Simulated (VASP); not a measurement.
Input of a VASP 6.6.1 run:

Contents of POSCAR:

```
Ta2N
1.0
    3.0707906527      0.0000000000      0.0000000000
   -1.5353953264      2.6593827149      0.0000000000
    0.0000000000      0.0000000000      4.8040242697
Ta N
2 1
Direct
    0.3333333333      0.6666666667      0.2547110000
    0.6666666667      0.3333333333      0.7452890000
    0.0000000000      0.0000000000      0.0000000000
```

The input INCAR.step1:

```
ALGO = Normal
EDIFF = 1E-4
ENCUT = 520
GGA = PE
ISMEAR = -1
LASPH = T
LCHARG = F
LREAL = F
LWAVE = T
NBANDS = 20
NELM = 80
PREC = Accurate
SIGMA = 0.05
```

Contents of INCAR.step2:

```
ALGO = Normal
EDIFF = 1E-6
ENCUT = 520
ISIF = 2
ISMEAR = -1
ISTART = 1
LASPH = T
LCHARG = F
LMIXTAU = T
LREAL = F
LWAVE = F
METAGGA = R2SCAN
NBANDS = 20
NELM = 80
PREC = Accurate
SIGMA = 0.05
```

KPOINTS

```
k-points
0
Gamma
  10 10 6
```

Potentials or basis: VASP PAW PBE potentials, release 64 (Ta_pv, N).

Launch:

```console
$ cat potpaw_PBE.64/Ta_pv/POTCAR potpaw_PBE.64/N/POTCAR > POTCAR
$ cp INCAR.step1 INCAR
$ mpirun -np 1 vasp_std > vasp.out
$ cp INCAR.step2 INCAR
$ mpirun -np 1 vasp_std > vasp.out
```

Estimate the largest force.

0.433 eV/Å.

Predict the pressure.

8.3 GPa.

Stress tensor (GPa, compression positive):
```
 7.31  0.00  0.00
 0.00  7.31  0.00
 0.00  0.00 10.25
```

Caveat: the PAW data sets were made with another functional, which shifts forces and pressure a little.
